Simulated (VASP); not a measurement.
# SnO (P4/nmm) in VASP: single point with LDA

Aim: the single point of SnO with LDA.

All numbers are computed with VASP 6.6.1; they aren't measurements. Logs are shortened: lines on timing, memory, paths and dates and some standing lists are left out, and cuts for length are marked.

## (1) The cell of the first run

Symmetry: P4/nmm, No. 129, tetragonal system. Conventional cell: a = 3.767 Å, b = 3.767 Å, c = 4.655 Å, α = 90.00°, β = 90.00°, γ = 90.00°. Within 2.9 Å of Sn (site symmetry 4mm) lie 4 O at 2.20 Å. Within 2.9 Å of O (site symmetry -4m2) lie 4 Sn at 2.20 Å and 4 O at 2.66 Å.

## (2) Single point, LDA

INCAR reads:

```
ALGO = Normal ; EDIFF = 1E-6
ENCUT = 1340 ; GGA = CA
GGA_COMPAT = F ; ISIF = 2
ISMEAR = 0 ; LASPH = T
LCHARG = F ; LREAL = F
LWAVE = F ; NBANDS = 28
NELM = 120 ; PREC = Accurate
SIGMA = 0.15
```

KPOINTS reads:

```
k-points
0
Gamma
  10 10 8
```

POSCAR reads:

```
SnO
1.0
    3.7668771934      0.0000000000      0.0000000000
    0.0000000000      3.7668771934      0.0000000000
    0.0000000000      0.0000000000      4.6553197995
Sn O
2 2
Direct
    0.0000000000      0.5000000000      0.2457459271
    0.5000000000      0.0000000000      0.7542540729
    0.0000000000      0.0000000000      0.0000000000
    0.5000000000      0.5000000000      0.0000000000
```

Potentials or basis: VASP PAW LDA potentials, release 64 (Sn_d, O_h).

The run is started by

```sh
$ cat potpaw_LDA.64/Sn_d/POTCAR potpaw_LDA.64/O_h/POTCAR > POTCAR
$ mpirun -np 1 vasp_std > vasp.out
```

OUTCAR:

```text
EDIFF = 1E-6
   ENCUT = 1340
   GGA = CA
   ISIF = 2
   ISMEAR = 0
   LASPH = T
   LREAL = F
   NELM = 120
   PREC = Accurate

 ion  position               nearest neighbor table
   1  0.000  0.500  0.246-   3 2.20   4 2.20   3 2.20   4 2.20   2 3.51   2 3.51   2 3.51   2 3.51
                             2 3.56   2 3.56   2 3.56   2 3.56
   2  0.500  0.000  0.754-   3 2.20   4 2.20   4 2.20   3 2.20   1 3.51   1 3.51   1 3.51   1 3.51
                             1 3.56   1 3.56   1 3.56   1 3.56
   3  0.000  0.000  0.000-   1 2.20   2 2.20   1 2.20   2 2.20
   4  0.500  0.500  0.000-   1 2.20   2 2.20   2 2.20   1 2.20

  LATTYP: Found a simple tetragonal cell.
 ALAT       =     3.7668771934
 C/A-ratio  =     1.2358565359

  Lattice vectors:

 A1 = (   3.7668771934,   0.0000000000,   0.0000000000)
 A2 = (   0.0000000000,   3.7668771934,   0.0000000000)
 A3 = (   0.0000000000,   0.0000000000,   4.6553197995)

Analysis of symmetry for initial positions (statically):
=====================================================================
 Subroutine PRICEL returns:
 Original cell was already a primitive cell.

 Routine SETGRP: Setting up the symmetry group for a
 simple tetragonal supercell.

 Subroutine GETGRP returns: Found 16 space group operations
 (whereof  8 operations were pure point group operations)
 out of a pool of 16 trial point group operations.

The static configuration has the point symmetry D_2d.
 The point group associated with its full space group is D_4h.

Analysis of symmetry for dynamics (positions and initial velocities):
=====================================================================
 Subroutine PRICEL returns:
 Original cell was already a primitive cell.

 Routine SETGRP: Setting up the symmetry group for a
 simple tetragonal supercell.

 Subroutine GETGRP returns: Found 16 space group operations
 (whereof  8 operations were pure point group operations)
 out of a pool of 16 trial point group operations.

The dynamic configuration has the point symmetry D_2d.
 The point group associated with its full space group is D_4h.

 Subroutine INISYM returns: Found 16 space group operations
 (whereof  8 operations are pure point group operations),
 and found     1 'primitive' translations

----------------------------------------------------------------------------------------

[... 95 lines left out ...]
   NELM   =    120;   NELMIN=  2; NELMDL= -5     # of ELM steps
   EDIFF  = 0.1E-05   stopping-criterion for ELM
   LREAL  =      F    real-space projection
   EDIFFG = 0.1E-04   stopping-criterion for IOM
   NSW    =      0    number of steps for IOM
   IBRION =     -1    ionic relax: 0-MD 1-quasi-New 2-CG
   NFREE  =      0    steps in history (QN), initial steepest desc. (CG)
   ISIF   =      2    stress and relaxation
   ISYM   =      2    0-nonsym 1-usesym 2-fastsym
   POTIM  = 0.5000    time-step for ionic-motion
   TEBEG  =    0.0;   TEEND  =   0.0 temperature during run
   PSTRESS=    0.0 pullay stress
   NELECT =      40.0000    total number of electrons
   NUPDOWN=      -1.0000    fix difference up-down
   EMIN   =  10.00;   EMAX   =-10.00  energy-range for DOS
   EFERMI =   0.00;   METHOD = LEGACY
   ISMEAR =     0;   SIGMA  =   0.15  broadening in eV -4-tet -1-fermi 0-gaus
   EFERMI_NEDOS =   21; number of points for ismear=-14 and -15
   IALGO  =     38    algorithm
   IMIX   =      4    mixing-type and parameters
     AMIX     =   0.40;   BMIX     =  1.00
     AMIX_MAG =   1.60;   BMIX_MAG =  1.00
  volume/ion in A,a.u.               =      16.51       111.44
  Fermi-wavevector in a.u.,A,eV,Ry     =   1.385024  2.617316 26.099946  1.918292
  Thomas-Fermi vector in A             =   2.509473
   LORBIT       =      0    0 simple, 1 ext, 2 COOP (PROOUT), +10 PAW based schemes
   GGA     = CA    functional components
   LHFCALC =     F    Hartree Fock is set to
   AEXX    =    0.0000 exact exchange contribution
   IVDW    =     0    specifies the selected vdW correction
   LEPSILON=     F    determine dielectric tensor
   LRPA    =     F    only Hartree local field effects (RPA)
 non-spin polarized calculation
 Gauss-broadening in eV      SIGMA  =   0.15
  energy-cutoff  :     1340.00
  volume of cell :       66.06
 maximum number of plane-waves:      7406
 NGX is ok and might be reduce to    48
   NGX = 23   NGY = 23   NGZ = 27

 number of electron      39.9999998 magnetization

 Free energy of the ion-electron system (eV)
  ---------------------------------------------------
  ext. energy  EPLUGINS =         0.00000000
  ---------------------------------------------------
  free energy    TOTEN  =       -25.75041214 eV

  energy without entropy =      -25.74817423  energy(sigma->0) =      -25.74929319

 E-fermi :   7.9129     XC(G=0): -10.9941

 val. band max:        7.8583989955   @ k =   0.1000   0.1000   0.0000
 cond. band min:       7.9131269305   @ k =   0.5000   0.5000   0.1250
 fundamental gap:      0.0547279350
 Fermi energy:         7.9128925377

 k-point     1 :       0.0000    0.0000    0.0000
  band No.  band energies     occupation
      1     -14.1836      2.00000
      2     -13.7122      2.00000
      3     -13.7122      2.00000
      4     -13.6935      2.00000
      5     -13.6489      2.00000
      6     -13.6431      2.00000
[... 733 lines left out ...]
     27      15.0056      0.00000
     28      17.3165      0.00000

 [... further k-points ...]

------------------------ aborting loop because EDIFF is reached ----------------------------------------

  FORCE on cell =-STRESS in cart. coord.  units (eV):
  Direction    XX          YY          ZZ          XY          YZ          ZX
  --------------------------------------------------------------------------------------
  -------------------------------------------------------------------------------------
  Total        0.1158412      0.1158412      0.1422053      0.0000000      0.0000000      0.0000000
  in kB        2.8097072      2.8097072      3.4491637      0.0000000      0.0000000      0.0000000
  external PRESSURE =       3.0228593 kB  Pullay stress =       0.0000000 kB

 VOLUME and BASIS-vectors are now :
 -----------------------------------------------------------------------------
  energy-cutoff  :     1340.00
  volume of cell :       66.06
      direct lattice vectors                 reciprocal lattice vectors
     3.766877193  0.000000000  0.000000000     0.265471888  0.000000000  0.000000000
     0.000000000  3.766877193  0.000000000     0.000000000  0.265471888  0.000000000
     0.000000000  0.000000000  4.655319799     0.000000000  0.000000000  0.214808014

 POSITION                                       TOTAL-FORCE (eV/Angst)
 -----------------------------------------------------------------------------------
      0.00000      1.88344      1.14403         0.000000      0.000000      0.118628
      1.88344      0.00000      3.51129         0.000000      0.000000     -0.118628
      0.00000      0.00000      0.00000         0.000000      0.000000      0.000000
      1.88344      1.88344      0.00000         0.000000      0.000000      0.000000
 -----------------------------------------------------------------------------------
    total drift:                                0.000000      0.000000      0.000000

  FREE ENERGIE OF THE ION-ELECTRON SYSTEM (eV)
  ---------------------------------------------------
  free  energy   TOTEN  =       -25.7504121421 eV

  energy  without entropy=      -25.7481742328  energy(sigma->0) =      -25.74929319
```

OSZICAR:

```text
N       E                     dE             d eps       ncg     rms          rms(c)
DAV:   1     0.583591744943E+03    0.58359E+03   -0.33944E+04  5992   0.401E+03
DAV:   2     0.965540478146E+02   -0.48704E+03   -0.47002E+03  5920   0.858E+02
DAV:   3    -0.164530976696E+02   -0.11301E+03   -0.10892E+03  7076   0.251E+02
DAV:   4    -0.288013292546E+02   -0.12348E+02   -0.12103E+02  7048   0.775E+01
DAV:   5    -0.292441079668E+02   -0.44278E+00   -0.44163E+00  6548   0.152E+01    0.114E+01
DAV:   6    -0.258154277043E+02    0.34287E+01   -0.13823E+01  9896   0.438E+01    0.488E+00
DAV:   7    -0.258045282223E+02    0.10899E-01   -0.19223E+00  6804   0.856E+00    0.253E+00
DAV:   8    -0.257644346114E+02    0.40094E-01   -0.36023E-01  8116   0.423E+00    0.830E-01
DAV:   9    -0.257498373080E+02    0.14597E-01   -0.47802E-02  9636   0.247E+00    0.230E-01
DAV:  10    -0.257506674527E+02   -0.83014E-03   -0.63214E-03  7816   0.727E-01    0.119E-01
DAV:  11    -0.257504005198E+02    0.26693E-03   -0.10607E-03  9704   0.342E-01    0.196E-02
DAV:  12    -0.257504182835E+02   -0.17764E-04   -0.22334E-04  7524   0.989E-02    0.267E-02
DAV:  13    -0.257504125828E+02    0.57007E-05   -0.17352E-05  7044   0.359E-02    0.707E-03
DAV:  14    -0.257504121421E+02    0.44070E-06   -0.12295E-06  3756   0.938E-03
   1 F= -.25750412E+02 E0= -.25749293E+02  d E =-.223791E-02
```

It took 8.9 min on 1 thread of AMD EPYC 9R45 (Zen 5), shared host; peak memory 0.72 GiB.

Results:

```yaml
Free_energy: -25.7504 eV
Pressure: 0.3 GPa
Largest_force: 0.119 eV/Å
Band_gap_on_the_k_mesh: zero (bands 20 and 21 overlap by 0.21 eV)
```

Forces on the atoms (eV/Å):
```
Sn   0.000  0.000  0.119
Sn   0.000  0.000 -0.119
O    0.000  0.000  0.000
O    0.000  0.000  0.000
```

Caveat: semilocal functionals underestimate gaps, and a narrow one can read as zero; spin-orbit coupling is left out, which moves the levels of the heavy elements.

The gap in the log of VASP goes by the Fermi energy; the results here count the filled bands.